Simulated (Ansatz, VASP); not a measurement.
## NiSbH: VASP beside Ansatz

```
Ni Sb H
1.0
     4.29668    0.00000    0.00000
    -2.14834    3.72103    0.00000
     0.00000    0.00000    4.78072
Ni Sb H
2 2 2
Direct
  0.00000 0.00000 0.00000
  0.00000 0.00000 0.50000
  0.33333 0.66667 0.25000
  0.66667 0.33333 0.75000
  0.33333 0.66667 0.75000
  0.66667 0.33333 0.25000
```

Alike in both runs: functional PBE; k mesh 12 × 12 × 6; occupations gaussian, width 0.1 eV; no spin polarisation.

Ansatz relaxed the structure, and its values are those at the end. VASP's run is a single point on that final structure, the one shown.

|  | VASP | Ansatz |
| --- | --- | --- |
| version | VASP 6.6.1 | Ansatz 0.2.0 |
| potentials or method | VASP PAW PBE potentials, release 64 (Ni, Sb, H), cutoff 520 eV | scalar-relativistic, plane waves, PAW |
| valence electrons in the cell | 32 | 68 |

```csv
,VASP,Ansatz,Ansatz less VASP
gap on the k mesh at the Fermi level (eV),none,none,-
pressure (GPa),-0.2,0.0,+0.17
```

A gap of «none» marks a metal or a gap that the smearing closes. VASP's potentials hold 32 valence electrons a cell and Ansatz's 68, so a difference there can come from the potentials and not from the codes.

Neither program's run includes spin-orbit coupling.
